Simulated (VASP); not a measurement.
# HgTe (P6_3/mmc) in VASP: a series of runs

HgTe is run at these levels: PBE; tasks: single point.

Everything below comes from runs of VASP 6.6.1. Logs are shortened: lines on timing, memory, paths and dates and some standing lists are left out, and cuts for length are marked.

**1. The cell of the first run**

The structure is hexagonal, space group P6_3/mmc (No. 194). Conventional cell: a = 4.234 Å, b = 4.234 Å, c = 7.397 Å, α = 90.00°, β = 90.00°, γ = 120.00°. Within 4.0 Å of Hg (site symmetry -3m) lie 6 Te at 3.06 Å and 2 Hg at 3.70 Å. Within 4.0 Å of Te (site symmetry -6m2) lie 6 Hg at 3.06 Å.

**2. Single point, PBE**

The input, INCAR:

```
SYSTEM = HgTe
  ALGO = Normal
  EDIFF = 1E-6
  ENCUT = 500
  GGA = PE
  GGA_COMPAT = .FALSE.
  ISIF = 2
  ISMEAR = -1
  LASPH = .TRUE.
  LCHARG = .FALSE.
  LREAL = .FALSE.
  LWAVE = .FALSE.
  NBANDS = 26
  NELM = 120
  PREC = Accurate
  SIGMA = 0.02
```

The input, KPOINTS:

```
k-points
0
G
  8 8 1
  0 0 0
```

The input, POSCAR:

```
HgTe
1.0
    4.2336391969      0.0000000000      0.0000000000
   -2.1168195985      3.6664390950      0.0000000000
    0.0000000000      0.0000000000      7.3965767620
Hg Te
2 2
Direct
    0.0000000000      0.0000000000      0.0000000000
    0.0000000000      0.0000000000      0.5000000000
    0.3333333333      0.6666666667      0.2500000000
    0.6666666667      0.3333333333      0.7500000000
```

Potentials or basis: VASP PAW PBE potentials, release 64 (Hg, Te).

Launch:

```console
$ cat potpaw_PBE.64/Hg/POTCAR potpaw_PBE.64/Te/POTCAR > POTCAR
$ mpirun -np 1 vasp_std > vasp.out
```

OUTCAR:

```text
SYSTEM = HgTe
   EDIFF = 1E-6
   ENCUT = 500
   GGA = PE
   ISIF = 2
   ISMEAR = -1
   LASPH = .TRUE.
   LREAL = .FALSE.
   NELM = 120
   PREC = Accurate

 ion  position               nearest neighbor table
   1  0.000  0.000  0.000-   3 3.06   4 3.06   4 3.06   3 3.06   4 3.06   3 3.06   2 3.70   2 3.70

   2  0.000  0.000  0.500-   3 3.06   4 3.06   4 3.06   3 3.06   4 3.06   3 3.06   1 3.70   1 3.70

   3  0.333  0.667  0.250-   1 3.06   2 3.06   1 3.06   2 3.06   1 3.06   2 3.06
   4  0.667  0.333  0.750-   1 3.06   2 3.06   1 3.06   2 3.06   1 3.06   2 3.06

  LATTYP: Found a hexagonal cell.
 ALAT       =     4.2336391969
 C/A-ratio  =     1.7470966273

  Lattice vectors:

 A1 = (   4.2336391969,   0.0000000000,   0.0000000000)
 A2 = (  -2.1168195985,   3.6664390950,   0.0000000000)
 A3 = (   0.0000000000,   0.0000000000,   7.3965767620)

Analysis of symmetry for initial positions (statically):
=====================================================================
 Subroutine PRICEL returns:
 Original cell was already a primitive cell.

 Routine SETGRP: Setting up the symmetry group for a
 hexagonal supercell.

 Subroutine GETGRP returns: Found 24 space group operations
 (whereof 12 operations were pure point group operations)
 out of a pool of 24 trial point group operations.

The static configuration has the point symmetry D_3d.
 The point group associated with its full space group is D_6h.

Analysis of symmetry for dynamics (positions and initial velocities):
=====================================================================
 Subroutine PRICEL returns:
 Original cell was already a primitive cell.

 Routine SETGRP: Setting up the symmetry group for a
 hexagonal supercell.

 Subroutine GETGRP returns: Found 24 space group operations
 (whereof 12 operations were pure point group operations)
 out of a pool of 24 trial point group operations.

The dynamic configuration has the point symmetry D_3d.
 The point group associated with its full space group is D_6h.

 Subroutine INISYM returns: Found 24 space group operations
 (whereof 12 operations are pure point group operations),
 and found     1 'primitive' translations

----------------------------------------------------------------------------------------

                                     Primitive cell

  volume of cell :     114.8125

  direct lattice vectors                    reciprocal lattice vectors
     4.233639197  0.000000000  0.000000000     0.236203406  0.136372100  0.000000000
    -2.116819598  3.666439095  0.000000000     0.000000000  0.272744201  0.000000000
     0.000000000  0.000000000  7.396576762     0.000000000  0.000000000  0.135197678

  length of vectors
     4.233639197  4.233639197  7.396576762     0.272744201  0.272744201  0.135197678

  position of ions in fractional coordinates (direct lattice)
     0.000000000  0.000000000  0.000000000
     0.000000000  0.000000000  0.500000000
     0.333333333  0.666666667  0.250000000
     0.666666667  0.333333333  0.750000000

  ion indices of the primitive-cell ions
   primitive index   ion index
                 1           1
                 2           2
                 3           3
                 4           4

----------------------------------------------------------------------------------------

 KPOINTS: k-points

Automatic generation of k-mesh.
 Grid dimensions read from file:
 generate k-points for:    8    8    1

 Generating k-lattice:

  Cartesian coordinates                     Fractional coordinates (reciprocal lattice)
     0.029525426  0.017046513  0.000000000     0.125000000  0.000000000  0.000000000
     0.000000000  0.034093025  0.000000000     0.000000000  0.125000000  0.000000000
     0.000000000  0.000000000  0.135197678     0.000000000  0.000000000  1.000000000

  Length of vectors
     0.034093025  0.034093025  0.135197678

  Shift w.r.t. Gamma in fractional coordinates (k-lattice)
     0.000000000  0.000000000  0.000000000

 Subroutine IBZKPT returns following result:
 ===========================================

 Found     10 irreducible k-points:

 Following reciprocal coordinates:
            Coordinates               Weight
  0.000000  0.000000  0.000000      1.000000
  0.125000  0.000000  0.000000      6.000000
  0.250000  0.000000  0.000000      6.000000
  0.375000  0.000000  0.000000      6.000000
  0.500000  0.000000  0.000000      3.000000
  0.125000  0.125000  0.000000      6.000000
  0.250000  0.125000  0.000000     12.000000
  0.375000  0.125000  0.000000     12.000000
  0.250000  0.250000  0.000000      6.000000
  0.375000  0.250000  0.000000      6.000000
   k-points           NKPTS =     10   k-points in BZ     NKDIM =     10   number of bands    NBANDS=     26
   number of dos      NEDOS =    301   number of ions     NIONS =      4
   total plane-waves  NPLWV =  55296
   dimension x,y,z NGX =    32 NGY =   32 NGZ =   54
   dimension x,y,z NGXF=    64 NGYF=   64 NGZF=  108
   ions per type =               2   2
   NGX,Y,Z   is equivalent  to a cutoff of  12.57, 12.57, 12.14 a.u.
   NGXF,Y,Z  is equivalent  to a cutoff of  25.13, 25.13, 24.27 a.u.
 SYSTEM =  HgTe
   PREC   = accura    normal or accurate (medium, high low for compatibility)
   ISTART =      0    job   : 0-new  1-cont  2-samecut
   ICHARG =      2    charge: 1-file 2-atom 10-const
   ISPIN  =      1    spin polarized calculation?
   LNONCOLLINEAR =      F non collinear calculations
   LSORBIT =      F    spin-orbit coupling
   LASPH  =      T    aspherical Exc in radial PAW
   ENCUT  =  500.0 eV  36.75 Ry    6.06 a.u.   7.72  7.72 13.49*2*pi/ulx,y,z
   NELM   =    120;   NELMIN=  2; NELMDL= -5     # of ELM steps
   EDIFF  = 0.1E-05   stopping-criterion for ELM
   LREAL  =      F    real-space projection
   EDIFFG = 0.1E-04   stopping-criterion for IOM
   NSW    =      0    number of steps for IOM
   IBRION =     -1    ionic relax: 0-MD 1-quasi-New 2-CG
   NFREE  =      0    steps in history (QN), initial steepest desc. (CG)
   ISIF   =      2    stress and relaxation
   ISYM   =      2    0-nonsym 1-usesym 2-fastsym
   POTIM  = 0.5000    time-step for ionic-motion
   TEBEG  =    0.0;   TEEND  =   0.0 temperature during run
   PSTRESS=    0.0 pullay stress
   NELECT =      36.0000    total number of electrons
   NUPDOWN=      -1.0000    fix difference up-down
   EMIN   =  10.00;   EMAX   =-10.00  energy-range for DOS
   EFERMI =   0.00;   METHOD = LEGACY
   ISMEAR =    -1;   SIGMA  =   0.02  broadening in eV -4-tet -1-fermi 0-gaus
   EFERMI_NEDOS =   21; number of points for ismear=-14 and -15
   IALGO  =     38    algorithm
   IMIX   =      4    mixing-type and parameters
     AMIX     =   0.40;   BMIX     =  1.00
     AMIX_MAG =   1.60;   BMIX_MAG =  1.00
  volume/ion in A,a.u.               =      28.70       193.70
  Fermi-wavevector in a.u.,A,eV,Ry     =   1.112191  2.101736 16.829977  1.236968
  Thomas-Fermi vector in A             =   2.248762
   LORBIT       =      0    0 simple, 1 ext, 2 COOP (PROOUT), +10 PAW based schemes
   GGA     = PE    functional components
   LHFCALC =     F    Hartree Fock is set to
   AEXX    =    0.0000 exact exchange contribution
   IVDW    =     0    specifies the selected vdW correction
   LEPSILON=     F    determine dielectric tensor
   LRPA    =     F    only Hartree local field effects (RPA)
 non-spin polarized calculation
  energy-cutoff  :      500.00
  volume of cell :      114.81
 maximum number of plane-waves:      2939
 NGX is ok and might be reduce to    32
   NGX = 15   NGY = 15   NGZ = 27

 number of electron      35.9999997 magnetization

 Free energy of the ion-electron system (eV)
  ---------------------------------------------------
  ext. energy  EPLUGINS =         0.00000000
  ---------------------------------------------------
  free energy    TOTEN  =        -6.73234250 eV

  energy without entropy =       -6.72243645  energy(sigma->0) =       -6.72738947

 E-fermi :   4.5081     XC(G=0):  -9.8174

 val. band max:        4.5015905748   @ k =   0.3750   0.0000   0.0000
 cond. band min:       4.5274516756   @ k =   0.3750   0.1250   0.0000
 fundamental gap:      0.0258611008
 Fermi energy:         4.5081466075

 k-point     1 :       0.0000    0.0000    0.0000
  band No.  band energies     occupation
      1      -7.7325      2.00000
      2      -6.6786      2.00000
      3      -2.7121      2.00000
      4      -2.6584      2.00000
      5      -2.6584      2.00000
      6      -2.5410      2.00000
[... 18 lines left out ...]
     25      10.5625      0.00000
     26      11.3527      0.00000

 k-point     2 :       0.1250    0.0000    0.0000
  band No.  band energies     occupation
      1      -7.6102      2.00000
      2      -6.6641      2.00000
      3      -2.6473      2.00000
      4      -2.5933      2.00000
      5      -2.5669      2.00000
      6      -2.5292      2.00000
[... 18 lines left out ...]
     25      10.8739      0.00000
     26      10.9593      0.00000

 k-point     3 :       0.2500    0.0000    0.0000
  band No.  band energies     occupation
      1      -7.2779      2.00000
      2      -6.6267      2.00000
      3      -2.6424      2.00000
      4      -2.5495      2.00000
      5      -2.5472      2.00000
      6      -2.3838      2.00000
[... 18 lines left out ...]
     25      10.6454      0.00000
     26      11.1812      0.00000

 k-point     4 :       0.3750    0.0000    0.0000
  band No.  band energies     occupation
      1      -6.8808      2.00000
      2      -6.5695      2.00000
      3      -2.7072      2.00000
      4      -2.6633      2.00000
      5      -2.6629      2.00000
      6      -2.4530      2.00000
[... 18 lines left out ...]
     25      11.3284      0.00000
     26      12.6034      0.00000
[... 90 lines left out ...]
      1      -6.7058      2.00000
      2      -6.5279      2.00000
      3      -2.8187      2.00000
      4      -2.6533      2.00000
      5      -2.6092      2.00000
      6      -2.4516      2.00000
[... 18 lines left out ...]
     25      11.2260      0.00000
     26      12.4151      0.00000

 k-point     9 :       0.2500    0.2500    0.0000
  band No.  band energies     occupation
      1      -6.6838      2.00000
      2      -6.5629      2.00000
      3      -2.7838      2.00000
      4      -2.5548      2.00000
      5      -2.4999      2.00000
      6      -2.4233      2.00000
[... 18 lines left out ...]
     25      11.0151      0.00000
     26      11.7590      0.00000

 k-point    10 :       0.3750    0.2500    0.0000
  band No.  band energies     occupation
      1      -6.5688      2.00000
      2      -6.5119      2.00000
      3      -2.7720      2.00000
      4      -2.5513      2.00000
      5      -2.5208      2.00000
      6      -2.4450      2.00000
[... 18 lines left out ...]
     25      10.9590      0.00000
     26      11.4711      0.00000

------------------------ aborting loop because EDIFF is reached ----------------------------------------

  FORCE on cell =-STRESS in cart. coord.  units (eV):
  Direction    XX          YY          ZZ          XY          YZ          ZX
  --------------------------------------------------------------------------------------
  -------------------------------------------------------------------------------------
  Total        0.9177945      0.9177945      0.4577718     -0.0000000      0.0000000     -0.0000000
  in kB       12.8075761     12.8075761      6.3880821     -0.0000000      0.0000000     -0.0000000
  external PRESSURE =      10.6677448 kB  Pullay stress =       0.0000000 kB

 VOLUME and BASIS-vectors are now :
 -----------------------------------------------------------------------------
  energy-cutoff  :      500.00
  volume of cell :      114.81
      direct lattice vectors                 reciprocal lattice vectors
     4.233639197  0.000000000  0.000000000     0.236203406  0.136372100  0.000000000
    -2.116819598  3.666439095  0.000000000     0.000000000  0.272744201  0.000000000
     0.000000000  0.000000000  7.396576762     0.000000000  0.000000000  0.135197678

 POSITION                                       TOTAL-FORCE (eV/Angst)
 -----------------------------------------------------------------------------------
      0.00000      0.00000      0.00000         0.000000     -0.000000      0.000000
      0.00000      0.00000      3.69829         0.000000     -0.000000      0.000000
     -0.00000      2.44429      1.84914         0.000000     -0.000000     -0.000000
      2.11682      1.22215      5.54743        -0.000000      0.000000     -0.000000
 -----------------------------------------------------------------------------------
    total drift:                                0.000000     -0.000000      0.000000

  FREE ENERGIE OF THE ION-ELECTRON SYSTEM (eV)
  ---------------------------------------------------
  free  energy   TOTEN  =        -6.7323424965 eV

  energy  without entropy=       -6.7224364526  energy(sigma->0) =       -6.72738947
```

It took 27 s on 1 thread of AMD EPYC 7R43 (Zen 3), shared host; peak memory 0.19 GiB.

Results:

```
Free energy            : -6.7323 eV
Pressure               : 1.1 GPa
Band gap on the k mesh : zero (band 18 reaches 4.64 eV, above the bottom of band 19 at 3.15 eV)
```

Stress tensor (GPa, compression positive):
```
1.28 0.00 0.00
0.00 1.28 0.00
0.00 0.00 0.64
```

Caveat: the k points lie up to 0.85 Å⁻¹ apart; spin-orbit coupling is left out, which moves the levels of the heavy elements.

**3. Single point, PBE**

The input, INCAR:

```
PREC = Accurate
ENCUT = 500
EDIFF = 1E-6
ISMEAR = -1
SIGMA = 0.02
LREAL = F
LASPH = T
NELM = 120
ALGO = Normal
ISIF = 2
LWAVE = F
LCHARG = F
GGA = PE
NBANDS = 26
GGA_COMPAT = F
```

The input, KPOINTS:

```
Automatic mesh
0
Gamma
  6 6 2
```

POSCAR is that of step 2.

Potentials or basis: VASP PAW PBE potentials, release 64 (Hg, Te).

Launch:

```console
$ cat potpaw_PBE.64/Hg/POTCAR potpaw_PBE.64/Te/POTCAR > POTCAR
$ mpirun -np 1 vasp_std > vasp.out
```

It took 39 s on 1 thread of AMD EPYC 7R43 (Zen 3), shared host; peak memory 0.2 GiB.

It converged, with:

- Free energy: -6.5093 eV
- Pressure: 1.1 GPa
- Band gap on the k mesh: zero (band 18 reaches 4.64 eV, above the bottom of band 19 at 2.35 eV)

Stress tensor (GPa, compression positive):
```
0.79 0.00 0.00
0.00 0.79 0.00
0.00 0.00 1.86
```

Levels at points of the mesh, in eV from the Fermi level:
| k point | band 16 | band 17 | band 18 | band 19 | band 20 | band 21 |
| --- | --- | --- | --- | --- | --- | --- |
| (0.00, 0.00, 0.00) | -0.47 | -0.47 | 0.47 | 0.47 | 2.94 | 4.67 |
| (0.50, 0.00, 0.00) | -3.02 | -1.91 | 0.32 | 1.14 | 1.96 | 2.90 |
| (0.00, 0.00, 0.50) | 0.02 | 0.02 | 0.02 | 1.98 | 1.98 | 5.12 |
| (0.50, 0.00, 0.50) | -1.21 | -0.98 | -0.98 | -0.08 | -0.08 | 4.52 |

Caveat: the k points lie up to 0.42 Å⁻¹ apart; spin-orbit coupling is left out, which moves the levels of the heavy elements.

**4. Single point, PBE**

The input, INCAR:

```
SYSTEM = HgTe
ALGO = Normal
EDIFF = 1E-6
ENCUT = 500
GGA = PE
GGA_COMPAT = .FALSE.
ISIF = 2
ISMEAR = 1
LASPH = .TRUE.
LCHARG = .FALSE.
LREAL = .FALSE.
LWAVE = .FALSE.
NBANDS = 26
NELM = 120
PREC = Accurate
SIGMA = 0.2
```

The input, KPOINTS:

```
k-points
0
G
  6 6 2
  0 0 0
```

POSCAR is that of step 3.

Launch:

```console
$ cat potpaw_PBE.64/Hg/POTCAR potpaw_PBE.64/Te/POTCAR > POTCAR
$ mpirun -np 1 vasp_std > vasp.out
```

Run time: 42 s. Hardware: 1 thread of AMD EPYC 7R43 (Zen 3), shared host; peak memory 0.19 GiB.

It converged, with:

| Item | Value |
| --- | --- |
| Free energy | -6.5095 eV |
| Pressure | 1.1 GPa |
| Band gap on the k mesh | zero (band 18 reaches 4.65 eV, above the bottom of band 19 at 2.35 eV) |

Stress tensor (GPa, compression positive):
```
0.90 0.00 0.00
0.00 0.90 0.00
0.00 0.00 1.65
```

Levels at points of the mesh, in eV from the Fermi level:
```tsv
k point	band 15	band 16	band 17	band 18	band 19	band 20	band 21	band 22
(0.00, 0.00, 0.00)	-0.98	-0.50	-0.50	0.44	0.44	2.90	4.63	5.18
(0.50, 0.00, 0.00)	-3.06	-3.06	-1.95	0.28	1.10	1.92	2.86	4.18
(0.00, 0.00, 0.50)	-0.02	-0.02	-0.02	-0.02	1.94	1.94	5.08	5.08
(0.50, 0.00, 0.50)	-1.25	-1.25	-1.02	-1.02	-0.12	-0.12	4.47	4.47
```

Caveat: the k points lie up to 0.42 Å⁻¹ apart; spin-orbit coupling is left out, which moves the levels of the heavy elements.

**5. Single point, PBE**

The input, INCAR:

```
SYSTEM = HgTe
PREC = Accurate
ENCUT = 500
EDIFF = 1E-6
ISMEAR = -1
SIGMA = 0.02
LREAL = .FALSE.
LASPH = .TRUE.
NELM = 120
ALGO = Normal
ISIF = 2
LWAVE = .FALSE.
LCHARG = .FALSE.
GGA = PE
NBANDS = 26
GGA_COMPAT = .FALSE.
```

The input, KPOINTS:

```
Automatic mesh
0
G
  6 6 2
  0 0 0
```

POSCAR is that of step 4.

Launch:

```console
$ cat potpaw_PBE.64/Hg/POTCAR potpaw_PBE.64/Te/POTCAR > POTCAR
$ mpirun -np 1 vasp_std > vasp.out
```

Run time: 41 s. Hardware: 1 thread of AMD EPYC 7R43 (Zen 3), shared host; peak memory 0.2 GiB.

The run converged. Its results:

* Free energy: -6.5093 eV
* Pressure: 1.1 GPa
* Band gap on the k mesh: zero (band 18 reaches 4.64 eV, above the bottom of band 19 at 2.35 eV)

Stress tensor (GPa, compression positive):
```
0.79 0.00 0.00
0.00 0.79 0.00
0.00 0.00 1.86
```

Levels at points of the mesh, in eV from the Fermi level:
```csv
k point,band 14,band 15,band 16,band 17,band 18,band 19,band 20,band 21,band 22,band 23
"(0.00, 0.00, 0.00)",-1.17,-0.94,-0.47,-0.47,0.47,0.47,2.94,4.67,5.22,5.22
"(0.50, 0.00, 0.00)",-3.73,-3.02,-3.02,-1.91,0.32,1.14,1.96,2.90,4.22,5.25
"(0.00, 0.00, 0.50)",-4.20,0.02,0.02,0.02,0.02,1.98,1.98,5.12,5.12,5.50
"(0.50, 0.00, 0.50)",-5.02,-1.21,-1.21,-0.98,-0.98,-0.08,-0.08,4.52,4.52,6.22
```

Caveat: the k points lie up to 0.42 Å⁻¹ apart; spin-orbit coupling is left out, which moves the levels of the heavy elements.

**6. Overview**

```csv
k mesh,smearing,gap on the mesh (eV),pressure (GPa)
8 × 8 × 1,fermi-dirac 0.02 eV,none,1.1
6 × 6 × 2,fermi-dirac 0.02 eV,none,1.1
6 × 6 × 2,methfessel-paxton 0.2 eV,none,1.1
```

Alike in all rows: task single point; level PBE; potentials or basis VASP PAW PBE potentials, release 64 (Hg, Te); no spin polarisation; cell as given; cutoff (eV) 500.

Caveats: all runs use coarse meshes; spin-orbit coupling is left out, which moves the levels of the heavy elements.

Total energies depend on the potentials used, so only differences within one code and one set of settings carry meaning.
